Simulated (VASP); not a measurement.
## HfO2: single point with PBE

Crystal: HfO2.

```
Hf O
1.0
     0.00000    2.44696    2.54892
     2.44696    0.00000    2.54892
     2.44696    2.44696    0.00000
Hf O
1 2
Cartesian
  0.0000 0.0000 0.0000
  1.2235 1.2235 1.2745
  3.6704 3.6704 3.8234
```

This cell differs from its parent crystal: normal strain along x -0.0400, normal strain along y -0.0400.

```json
{
  "Program": "VASP 6.6.1",
  "Task": "single point",
  "Functional": "PBE",
  "Potentials or basis": "VASP PAW PBE potentials, release 64 (Hf_pv, O)",
  "Cutoff": "520 eV",
  "k mesh": "8 × 8 × 8",
  "Occupations": "gaussian, width 0.05 eV",
  "Spin": "no spin polarisation"
}
```

```json
{
  "Pressure": "19.5 GPa",
  "Band gap on the k mesh": "3.53 eV, indirect (least direct gap 3.73 eV)"
}
```

Stress tensor (GPa, compression positive):
```
26.41  0.00  0.00
 0.00 26.41  0.00
 0.00  0.00  5.53
```

Levels at points of the mesh, in eV from the valence-band top:
```csv
k point,band 9,band 10,band 11,band 12,band 13,band 14
"(0.00, 0.00, 0.00)",-1.18,-0.61,-0.61,3.53,4.09,6.27
"(0.50, 0.00, 0.00)",-3.05,-2.08,-2.05,4.57,4.77,7.40
"(0.50, 0.50, 0.00)",-1.66,-1.66,-0.47,3.78,5.69,6.59
"(0.50, 0.00, 0.50)",-2.25,-1.48,0.00,3.73,5.74,7.30
```

It took 40 s on 1 thread of Intel(R) Xeon(R) Platinum 8259CL CPU @ 2.50GHz (Skylake/Cascade Lake) (shared host), peak memory 0.17 GiB.

Caveat: the cell differs from its parent crystal (normal strain along x -0.0400, normal strain along y -0.0400); spin-orbit coupling is left out, which moves the levels of the heavy elements. A k mesh can miss the band edges.
